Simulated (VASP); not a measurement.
# SrO (F-43m) in VASP: settings compared

Aim: see how the results for SrO move with the level of theory and the settings. Levels: r2SCAN, PBE. Tasks: single point.

Everything below comes from runs of VASP 6.6.1. Logs are shortened: lines on timing, memory, paths and dates and some standing lists are left out, and cuts for length are marked.

## (1) The cell of the first run

The structure is cubic, space group F-43m (No. 216). The conventional cell has a = 5.585 Å, b = 5.585 Å, c = 5.585 Å, α = 90.00°, β = 90.00°, γ = 90.00°. Sr (site symmetry -43m) has 4 O at 2.42 Å within 3.2 Å. O (site symmetry -43m) has 4 Sr at 2.42 Å within 3.2 Å.

## (2) Single point, r2SCAN

The input, POSCAR:

```
SrO
1.0
    0.0000000000      2.7922805169      2.7922805169
    2.7922805169      0.0000000000      2.7922805169
    2.7922805169      2.7922805169      0.0000000000
Sr O
1 1
Direct
    0.0000000000      0.0000000000      0.0000000000
    0.2500000000      0.2500000000      0.2500000000
```

The input, INCAR.step1:

```
ALGO     = Normal         # electronic algorithm
EDIFF    = 1E-4           # SCF threshold, eV
ENCUT    = 520            # plane-wave cutoff, eV
GGA      = PE             # functional
ISMEAR   = 0              # smearing method
LASPH    = T              # aspherical terms in the spheres
LCHARG   = F              # write CHGCAR
LREAL    = F              # projectors in reciprocal space
LWAVE    = T              # write WAVECAR
NBANDS   = 15             # bands
NELM     = 60             # most SCF steps
PREC     = Accurate       # precision mode
SIGMA    = 0.01           # smearing width, eV
```

The input, INCAR.step2:

```
ALGO     = Normal         # electronic algorithm
EDIFF    = 1E-7           # SCF threshold, eV
ENCUT    = 520            # plane-wave cutoff, eV
ISIF     = 2              # what is computed and relaxed
ISMEAR   = 0              # smearing method
ISTART   = 1            
LASPH    = T              # aspherical terms in the spheres
LCHARG   = F              # write CHGCAR
LMIXTAU  = T            
LREAL    = F              # projectors in reciprocal space
LWAVE    = F              # write WAVECAR
METAGGA  = R2SCAN         # meta-GGA
NBANDS   = 15             # bands
NELM     = 60             # most SCF steps
PREC     = Accurate       # precision mode
SIGMA    = 0.01           # smearing width, eV
```

The input, KPOINTS:

```
k-points
0
Gamma
  6 6 6
```

Potentials or basis: VASP PAW PBE potentials, release 64 (Sr_sv, O).

On the command line:

```sh
$ cat potpaw_PBE.64/Sr_sv/POTCAR potpaw_PBE.64/O/POTCAR > POTCAR
$ cp INCAR.step1 INCAR
$ mpirun -np 1 vasp_std > vasp.out
$ cp INCAR.step2 INCAR
$ mpirun -np 1 vasp_std > vasp.out
```

OUTCAR:

```text
EDIFF = 1E-7
   ENCUT = 520
   ISIF = 2
   ISMEAR = 0
   ISTART = 1
   LASPH = T
   LREAL = F
   METAGGA = R2SCAN
   NELM = 60
   PREC = Accurate

 ion  position               nearest neighbor table
   1  0.000  0.000  0.000-   2 2.42   2 2.42   2 2.42   2 2.42
   2  0.250  0.250  0.250-   1 2.42   1 2.42   1 2.42   1 2.42

  LATTYP: Found a face centered cubic cell.
 ALAT       =     5.5845610338

  Lattice vectors:

 A1 = (   0.0000000000,   2.7922805169,   2.7922805169)
 A2 = (   2.7922805169,   0.0000000000,   2.7922805169)
 A3 = (   2.7922805169,   2.7922805169,   0.0000000000)

Analysis of symmetry for initial positions (statically):
=====================================================================
 Subroutine PRICEL returns:
 Original cell was already a primitive cell.

 Routine SETGRP: Setting up the symmetry group for a
 face centered cubic supercell.

 Subroutine GETGRP returns: Found 24 space group operations
 (whereof 24 operations were pure point group operations)
 out of a pool of 48 trial point group operations.

The static configuration has the point symmetry T_d .

Analysis of symmetry for dynamics (positions and initial velocities):
=====================================================================
 Subroutine PRICEL returns:
 Original cell was already a primitive cell.

 Routine SETGRP: Setting up the symmetry group for a
 face centered cubic supercell.

 Subroutine GETGRP returns: Found 24 space group operations
 (whereof 24 operations were pure point group operations)
 out of a pool of 48 trial point group operations.

The dynamic configuration has the point symmetry T_d .

 Subroutine INISYM returns: Found 24 space group operations
 (whereof 24 operations are pure point group operations),
 and found     1 'primitive' translations

----------------------------------------------------------------------------------------

                                     Primitive cell

  volume of cell :      43.5419

  direct lattice vectors                    reciprocal lattice vectors
     0.000000000  2.792280517  2.792280517    -0.179065104  0.179065104  0.179065104
     2.792280517  0.000000000  2.792280517     0.179065104 -0.179065104  0.179065104
     2.792280517  2.792280517  0.000000000     0.179065104  0.179065104 -0.179065104

  length of vectors
     3.948880977  3.948880977  3.948880977     0.310149857  0.310149857  0.310149857

  position of ions in fractional coordinates (direct lattice)
     0.000000000  0.000000000  0.000000000
     0.250000000  0.250000000  0.250000000

  ion indices of the primitive-cell ions
   primitive index   ion index
                 1           1
                 2           2

----------------------------------------------------------------------------------------

 KPOINTS: k-points

Automatic generation of k-mesh.
 Grid dimensions read from file:
 generate k-points for:    6    6    6

 Generating k-lattice:

  Cartesian coordinates                     Fractional coordinates (reciprocal lattice)
    -0.029844184  0.029844184  0.029844184     0.166666667  0.000000000  0.000000000
     0.029844184 -0.029844184  0.029844184     0.000000000  0.166666667  0.000000000
     0.029844184  0.029844184 -0.029844184     0.000000000  0.000000000  0.166666667

  Length of vectors
     0.051691643  0.051691643  0.051691643

  Shift w.r.t. Gamma in fractional coordinates (k-lattice)
     0.000000000  0.000000000  0.000000000

 Subroutine IBZKPT returns following result:
 ===========================================

 Found     16 irreducible k-points:

 Following reciprocal coordinates:
            Coordinates               Weight
  0.000000  0.000000  0.000000      1.000000
  0.166667  0.000000  0.000000      8.000000
  0.333333  0.000000  0.000000      8.000000
  0.500000  0.000000  0.000000      4.000000
  0.166667  0.166667  0.000000      6.000000
  0.333333  0.166667  0.000000     24.000000
[... 8 lines left out ...]
 -0.333333  0.333333  0.166667     24.000000
 -0.333333  0.500000  0.166667     12.000000
   k-points           NKPTS =     16   k-points in BZ     NKDIM =     16   number of bands    NBANDS=     15
   number of dos      NEDOS =    301   number of ions     NIONS =      2
   total plane-waves  NPLWV =  27000
   dimension x,y,z NGX =    30 NGY =   30 NGZ =   30
   dimension x,y,z NGXF=    60 NGYF=   60 NGZF=   60
   ions per type =               1   1
   NGX,Y,Z   is equivalent  to a cutoff of  12.63, 12.63, 12.63 a.u.
   NGXF,Y,Z  is equivalent  to a cutoff of  25.26, 25.26, 25.26 a.u.
 SYSTEM =  unknown system
   PREC   = accura    normal or accurate (medium, high low for compatibility)
   ISTART =      1    job   : 0-new  1-cont  2-samecut
   ICHARG =      0    charge: 1-file 2-atom 10-const
   ISPIN  =      1    spin polarized calculation?
   LNONCOLLINEAR =      F non collinear calculations
   LSORBIT =      F    spin-orbit coupling
   LASPH  =      T    aspherical Exc in radial PAW
   ENCUT  =  520.0 eV  38.22 Ry    6.18 a.u.   7.34  7.34  7.34*2*pi/ulx,y,z
   NELM   =     60;   NELMIN=  2; NELMDL=  0     # of ELM steps
   EDIFF  = 0.1E-06   stopping-criterion for ELM
   LREAL  =      F    real-space projection
   EDIFFG = 0.1E-05   stopping-criterion for IOM
   NSW    =      0    number of steps for IOM
   IBRION =     -1    ionic relax: 0-MD 1-quasi-New 2-CG
   NFREE  =      0    steps in history (QN), initial steepest desc. (CG)
   ISIF   =      2    stress and relaxation
   ISYM   =      2    0-nonsym 1-usesym 2-fastsym
   POTIM  = 0.5000    time-step for ionic-motion
   TEBEG  =    0.0;   TEEND  =   0.0 temperature during run
   PSTRESS=    0.0 pullay stress
   NELECT =      16.0000    total number of electrons
   NUPDOWN=      -1.0000    fix difference up-down
   EMIN   =  10.00;   EMAX   =-10.00  energy-range for DOS
   EFERMI =   0.00;   METHOD = LEGACY
   ISMEAR =     0;   SIGMA  =   0.01  broadening in eV -4-tet -1-fermi 0-gaus
   EFERMI_NEDOS =   21; number of points for ismear=-14 and -15
   IALGO  =     38    algorithm
   IMIX   =      4    mixing-type and parameters
     AMIX     =   0.40;   BMIX     =  1.00
     AMIX_MAG =   1.60;   BMIX_MAG =  1.00
  volume/ion in A,a.u.               =      21.77       146.92
  Fermi-wavevector in a.u.,A,eV,Ry     =   1.172589  2.215872 18.707531  1.374965
  Thomas-Fermi vector in A             =   2.309015
   LORBIT       =      0    0 simple, 1 ext, 2 COOP (PROOUT), +10 PAW based schemes
   METAGGA = R2SCAN    functional components
   LHFCALC =     F    Hartree Fock is set to
   AEXX    =    0.0000 exact exchange contribution
   IVDW    =     0    specifies the selected vdW correction
   LEPSILON=     F    determine dielectric tensor
   LRPA    =     F    only Hartree local field effects (RPA)
 non-spin polarized calculation
 Gauss-broadening in eV      SIGMA  =   0.01
  energy-cutoff  :      520.00
  volume of cell :       43.54
 maximum number of plane-waves:      1211
 NGX is ok and might be reduce to    30
   NGX = 15   NGY = 15   NGZ = 15

 number of electron      16.0000001 magnetization

 Free energy of the ion-electron system (eV)
  ---------------------------------------------------
  ext. energy  EPLUGINS =         0.00000000
  ---------------------------------------------------
  free energy    TOTEN  =       -26.63170400 eV

  energy without entropy =      -26.63170400  energy(sigma->0) =      -26.63170400

 E-fermi :   0.0560     XC(G=0):  -9.1298

 val. band max:       -0.0291644071   @ k =  -0.3333   0.5000   0.1667
 cond. band min:       2.8763122976   @ k =   0.0000   0.0000   0.0000
 fundamental gap:      2.9054767047
 Fermi energy:         0.0560174468

 k-point     1 :       0.0000    0.0000    0.0000
  band No.  band energies     occupation
      1     -33.3182      2.00000
      2     -15.7611      2.00000
      3     -14.5832      2.00000
      4     -14.5832      2.00000
      5     -14.5832      2.00000
      6      -0.8737      2.00000
      7      -0.8737      2.00000
      8      -0.8737      2.00000
      9       2.8763      0.00000
     10       8.6557      0.00000
     11       8.6557      0.00000
     12       9.9679      0.00000
     13       9.9679      0.00000
     14       9.9679      0.00000
     15      15.3914      0.00000

 k-point     2 :       0.1667    0.0000    0.0000
  band No.  band energies     occupation
      1     -33.3026      2.00000
      2     -16.1673      2.00000
      3     -14.6054      2.00000
      4     -14.6054      2.00000
      5     -14.2379      2.00000
      6      -0.9942      2.00000
      7      -0.7852      2.00000
      8      -0.7852      2.00000
      9       3.7128      0.00000
     10       8.1781      0.00000
     11       8.1781      0.00000
     12       9.3591      0.00000
     13      10.5473      0.00000
     14      10.5473      0.00000
     15      13.7085      0.00000

 k-point     3 :       0.3333    0.0000    0.0000
  band No.  band energies     occupation
      1     -33.2711      2.00000
      2     -16.6949      2.00000
      3     -14.6493      2.00000
      4     -14.6493      2.00000
      5     -13.8472      2.00000
      6      -0.9052      2.00000
      7      -0.6264      2.00000
      8      -0.6264      2.00000
      9       5.0718      0.00000
     10       8.0028      0.00000
     11       8.0028      0.00000
     12       8.3183      0.00000
     13      10.7556      0.00000
     14      10.7556      0.00000
     15      12.4854      0.00000
[... 199 lines left out ...]
 k-point    15 :      -0.3333    0.3333    0.1667
  band No.  band energies     occupation
      1     -33.2395      2.00000
      2     -17.0038      2.00000
      3     -14.9319      2.00000
      4     -14.7617      2.00000
      5     -13.3568      2.00000
      6      -0.6995      2.00000
      7      -0.6903      2.00000
      8      -0.1629      2.00000
      9       5.0522      0.00000
     10       6.4033      0.00000
     11       8.6523      0.00000
     12      10.3108      0.00000
     13      10.6814      0.00000
     14      11.8751      0.00000
     15      13.3321      0.00000

 k-point    16 :      -0.3333    0.5000    0.1667
  band No.  band energies     occupation
      1     -33.2343      2.00000
      2     -17.0554      2.00000
      3     -14.9089      2.00000
      4     -14.8160      2.00000
      5     -13.3076      2.00000
      6      -1.0646      2.00000
      7      -0.3608      2.00000
      8      -0.0292      2.00000
      9       4.8853      0.00000
     10       6.1509      0.00000
     11       9.3206      0.00000
     12      10.2780      0.00000
     13      11.4122      0.00000
     14      12.4014      0.00000
     15      13.3182      0.00000

------------------------ aborting loop because EDIFF is reached ----------------------------------------

  FORCE on cell =-STRESS in cart. coord.  units (eV):
  Direction    XX          YY          ZZ          XY          YZ          ZX
  --------------------------------------------------------------------------------------
  -------------------------------------------------------------------------------------
  Total        0.1253291      0.1253291      0.1253291      0.0000000      0.0000000      0.0000000
  in kB        4.6116387      4.6116387      4.6116387      0.0000000      0.0000000      0.0000000
  external PRESSURE =       4.6116387 kB  Pullay stress =       0.0000000 kB

 VOLUME and BASIS-vectors are now :
 -----------------------------------------------------------------------------
  energy-cutoff  :      520.00
  volume of cell :       43.54
      direct lattice vectors                 reciprocal lattice vectors
     0.000000000  2.792280517  2.792280517    -0.179065104  0.179065104  0.179065104
     2.792280517  0.000000000  2.792280517     0.179065104 -0.179065104  0.179065104
     2.792280517  2.792280517  0.000000000     0.179065104  0.179065104 -0.179065104

 POSITION                                       TOTAL-FORCE (eV/Angst)
 -----------------------------------------------------------------------------------
      0.00000      0.00000      0.00000        -0.000000     -0.000000     -0.000000
      1.39614      1.39614      1.39614         0.000000      0.000000      0.000000
 -----------------------------------------------------------------------------------
    total drift:                                0.000000      0.000000      0.000000

  FREE ENERGIE OF THE ION-ELECTRON SYSTEM (eV)
  ---------------------------------------------------
  free  energy   TOTEN  =       -26.6317040018 eV

  energy  without entropy=      -26.6317040018  energy(sigma->0) =      -26.63170400
```

Run time: 33 s. Hardware: 1 thread of Intel Xeon 6975P-C, shared host; peak memory 0.17 GiB.

Results:

| Property | Result |
| --- | --- |
| Free energy | -26.6317 eV |
| Pressure | 0.5 GPa |
| Band gap on the k mesh | 2.91 eV, indirect (least direct gap 3.75 eV) |

Caveat: the PAW data sets were made with another functional, which shifts forces and pressure a little.

## (3) Single point, PBE

The input, INCAR:

```
PREC = Accurate ; ENCUT = 600
EDIFF = 1E-6 ; ISMEAR = 0
SIGMA = 0.01 ; LREAL = False
LASPH = True ; NELM = 120
ALGO = Normal ; ISIF = 2
LWAVE = False ; LCHARG = True
GGA = PE ; LELF = True
LVHAR = True ; NBANDS = 15
GGA_COMPAT = False
```

The input, KPOINTS:

```
regular mesh
0
Gamma
  6 6 6
```

POSCAR is that of step 2.

Potentials or basis: VASP PAW PBE potentials, release 64 (Sr_sv, O).

On the command line:

```sh
$ cat potpaw_PBE.64/Sr_sv/POTCAR potpaw_PBE.64/O/POTCAR > POTCAR
$ mpirun -np 1 vasp_std > vasp.out
```

OUTCAR:

```text
PREC = Accurate
   ENCUT = 600
   EDIFF = 1E-6
   ISMEAR = 0
   LREAL = False
   LASPH = True
   NELM = 120
   ISIF = 2
   GGA = PE

 ion  position               nearest neighbor table
   1  0.000  0.000  0.000-   2 2.42   2 2.42   2 2.42   2 2.42
   2  0.250  0.250  0.250-   1 2.42   1 2.42   1 2.42   1 2.42

  LATTYP: Found a face centered cubic cell.
 ALAT       =     5.5845610338

  Lattice vectors:

 A1 = (   0.0000000000,   2.7922805169,   2.7922805169)
[... 462 lines left out ...]

------------------------ aborting loop because EDIFF is reached ----------------------------------------

  FORCE on cell =-STRESS in cart. coord.  units (eV):
  Direction    XX          YY          ZZ          XY          YZ          ZX
  --------------------------------------------------------------------------------------
  -------------------------------------------------------------------------------------
  Total        0.3689330      0.3689330      0.3689330     -0.0000000     -0.0000000      0.0000000
  in kB       13.5753485     13.5753485     13.5753485     -0.0000000     -0.0000000      0.0000000
  external PRESSURE =      13.5753485 kB  Pullay stress =       0.0000000 kB

 VOLUME and BASIS-vectors are now :
 -----------------------------------------------------------------------------
  energy-cutoff  :      600.00
  volume of cell :       43.54
      direct lattice vectors                 reciprocal lattice vectors
     0.000000000  2.792280517  2.792280517    -0.179065104  0.179065104  0.179065104
     2.792280517  0.000000000  2.792280517     0.179065104 -0.179065104  0.179065104
     2.792280517  2.792280517  0.000000000     0.179065104  0.179065104 -0.179065104

 POSITION                                       TOTAL-FORCE (eV/Angst)
 -----------------------------------------------------------------------------------
      0.00000      0.00000      0.00000        -0.000000     -0.000000     -0.000000
      1.39614      1.39614      1.39614         0.000000      0.000000      0.000000
 -----------------------------------------------------------------------------------
    total drift:                               -0.000000     -0.000000     -0.000000

  FREE ENERGIE OF THE ION-ELECTRON SYSTEM (eV)
  ---------------------------------------------------
  free  energy   TOTEN  =       -11.7632806963 eV

  energy  without entropy=      -11.7632806963  energy(sigma->0) =      -11.76328070
```

OSZICAR:

```text
N       E                     dE             d eps       ncg     rms          rms(c)
DAV:   1     0.793372489077E+02    0.79337E+02   -0.89588E+03   480   0.113E+03
DAV:   2    -0.107999178476E+02   -0.90137E+02   -0.81298E+02   672   0.221E+02
DAV:   3    -0.147971872993E+02   -0.39973E+01   -0.39716E+01   616   0.437E+01
DAV:   4    -0.148948524668E+02   -0.97665E-01   -0.97652E-01   666   0.620E+00
DAV:   5    -0.148959241243E+02   -0.10717E-02   -0.10717E-02   616   0.527E-01    0.177E+01
DAV:   6    -0.119676838606E+02    0.29282E+01   -0.10285E+01   487   0.225E+01    0.189E+01
DAV:   7    -0.117811861525E+02    0.18650E+00   -0.59095E-01   508   0.621E+00    0.958E+00
DAV:   8    -0.117519084717E+02    0.29278E-01   -0.15636E-01   550   0.362E+00    0.153E+00
DAV:   9    -0.117598114235E+02   -0.79030E-02   -0.68931E-03   651   0.639E-01    0.333E-01
DAV:  10    -0.117630981810E+02   -0.32868E-02   -0.27448E-03   494   0.346E-01    0.599E-02
DAV:  11    -0.117632187706E+02   -0.12059E-03   -0.14331E-04   599   0.776E-02    0.646E-02
DAV:  12    -0.117632814770E+02   -0.62706E-04   -0.76368E-05   494   0.603E-02    0.889E-03
DAV:  13    -0.117632806963E+02    0.78077E-06   -0.14763E-06   542   0.127E-02
   1 F= -.11763281E+02 E0= -.11763281E+02  d E =-.113510E-16
```

Run time: 22 s. Hardware: 1 thread of Intel Xeon 8259CL, shared host; peak memory 0.18 GiB.

What came out:

- Free energy: -11.7633 eV
- Pressure: 1.4 GPa
- Band gap on the k mesh: 2.53 eV, indirect (least direct gap 3.37 eV)
